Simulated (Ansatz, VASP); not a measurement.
## Two plane-wave programs on Ru

```
Ru
1.0
    -1.50203    1.50203    1.50203
     1.50203   -1.50203    1.50203
     1.50203    1.50203   -1.50203
Ru
1
Direct
  0.00000 0.00000 0.00000
```

Alike in both runs: task relaxation of cell and atoms; functional PBE; k mesh 15 × 15 × 15; occupations fermi-dirac, width 0.05 eV; collinear spin.

|  | VASP | Ansatz |
| --- | --- | --- |
| version | VASP 6.6.1 | Ansatz 0.2.0 |
| potentials or method | VASP PAW PBE potentials, release 64 (Ru_pv), cutoff 600 eV | plane waves (420 eV) with PAW, scalar-relativistic |
| valence electrons in the cell | 14 | 16 |

```tsv
	VASP	Ansatz	Ansatz less VASP
net moment per atom (μB)	0.00	0.00	0.000
relaxed volume (Å³/atom)	14.23	14.23	+0.004
relaxed cell length with the largest relative difference (Å)	2.644	2.644	+0.0003
```

VASP's potentials hold 14 valence electrons a cell and Ansatz's 16, so a difference there can come from the potentials and not from the codes. Ansatz's warnings: seeded moment not kept.
